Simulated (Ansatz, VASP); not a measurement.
**Mg: VASP beside Ansatz**

File INCAR:

```
SYSTEM = Mg
PREC = Accurate
ENCUT = 520
EDIFF = 1E-6
ISMEAR = 1
SIGMA = 0.01
LREAL = .FALSE.
LASPH = .TRUE.
NELM = 60
ALGO = Normal
ISIF = 2
LWAVE = .FALSE.
LCHARG = .FALSE.
GGA = CA
NBANDS = 9
```

The input KPOINTS:

```
Automatic mesh
0
G
  12 12 6
  0 0 0
```

File POSCAR:

```
Mg
1.0
    3.1325008903      0.0000000000      0.0000000000
   -1.5662504451      2.7128253484      0.0000000000
    0.0000000000      0.0000000000      5.0848940941
Mg
2
Direct
    0.3333333333      0.6666666667      0.2500000000
    0.6666666667      0.3333333333      0.7500000000
```

Input for Ansatz:

```yaml
crystal:
  lattice:
    - [3.1325008903, 0.0, 0.0]
    - [-1.5662504451, 2.7128253484, 0.0]
    - [0.0, 0.0, 5.0848940941]
  atoms:
    - { symbol: Mg, position: [0.3333333333, 0.6666666667, 0.25] }
    - { symbol: Mg, position: [0.6666666667, 0.3333333333, 0.75] }
hamiltonian:
  xc: lda
  pseudopotentials:
    kind: paw
    azcp:
      Mg: "pseudopotentials/Mg.paw.azcp"
basis:
  ecutwfc: 420
  fft_grid_basis: typed
kpoints:
  mp_grid: { grid: [12, 12, 6], shift: [0, 0, 0] }
magnetization:
  spin_polarized: false
scf:
  occupations: { method: methfessel_paxton, width: 0.01 }
  lower_state_search: "off"
output:
  stress: true
```

Alike in both runs: task single point; functional LDA; k mesh 12 × 12 × 6; occupations methfessel-paxton of order 1, width 0.01 eV; no spin polarisation.

|  | VASP | Ansatz |
| --- | --- | --- |
| version | VASP 6.6.1 | Ansatz 0.2.0 |
| potentials or method | VASP PAW LDA potentials, release 64 (Mg), cutoff 520 eV | plane waves (420 eV) with PAW, scalar-relativistic |
| valence electrons in the cell | 4 | 20 |

|  | VASP | Ansatz | Ansatz less VASP |
| --- | --- | --- | --- |
| pressure (GPa) | -0.3 | 0.0 | +0.33 |
| traceless stress, the component that is largest in VASP (GPa) | -1.11 | -1.12 | -0.008 |

Ansatz warns that its potentials were made for another functional, while VASP's fit it. LDA's correlation is that of Perdew and Zunger in VASP and of Perdew and Wang (1992) in Ansatz. VASP's potentials hold 4 valence electrons a cell and Ansatz's 20, so a difference there can come from the potentials and not from the codes.
